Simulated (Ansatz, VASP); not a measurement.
# One calculation of MnRh, two programs

INCAR

```
  ALGO = Normal
  EDIFF = 1E-7
  ENCUT = 520
  GGA = PS
  ISIF = 2
  ISMEAR = -1
  ISPIN = 2
  LASPH = True
  LCHARG = False
  LMAXMIX = 4
  LORBIT = 11
  LREAL = False
  LWAVE = False
  MAGMOM = 4 0
  NBANDS = 25
  NELM = 150
  PREC = Accurate
  SIGMA = 0.1
```

Contents of KPOINTS:

```
k-points
0
Gamma
  9 9 9
```

The input POSCAR:

```
MnRh
1.0
    3.1037014315      0.0000000000      0.0000000000
    0.0000000000      3.1037014315      0.0000000000
    0.0000000000      0.0000000000      3.1037014315
Mn Rh
1 1
Direct
    0.0000000000      0.0000000000      0.0000000000
    0.5000000000      0.5000000000      0.5000000000
```

Input for Ansatz:

```yaml
crystal:
  lattice:
    - [3.1037014314532265, 0.0, 0.0]
    - [0.0, 3.1037014314532265, 0.0]
    - [0.0, 0.0, 3.1037014314532265]
  atoms:
    - { symbol: Mn, position: [0.0, 0.0, 0.0], spin: 4.0 }
    - { symbol: Rh, position: [0.5, 0.5, 0.5] }
kpoints:
  mp_grid:
    grid: [9, 9, 9]
hamiltonian:
  xc: pbesol
  pseudopotentials:
    kind: all_electron
    lapw: {}
magnetization:
  spin_polarized: true
scf:
  occupations:
    method: fermi_dirac
    width: 0.1
```

Alike in both runs: task single point; functional PBEsol; k mesh 9 × 9 × 9; occupations fermi-dirac, width 0.1 eV; collinear spin.

|  | VASP | Ansatz |
| --- | --- | --- |
| version | VASP 6.6.1 | Ansatz 0.2.0 |
| potentials or method | VASP PAW PBE potentials, release 64 (Mn_pv, Rh_pv), cutoff 520 eV | all-electron (LAPW or listed datasets) |

```csv
,VASP,Ansatz,Ansatz less VASP
net moment per atom (μB),2.05,2.05,-0.002
size of the moment on the site where the two differ most (μB),3.58,3.63,+0.058
```

VASP's potentials were made for PBE, not for PBEsol. Site moments also hang on the region over which each program counts them. Ansatz ran all-electron here, and VASP with PAW potentials.
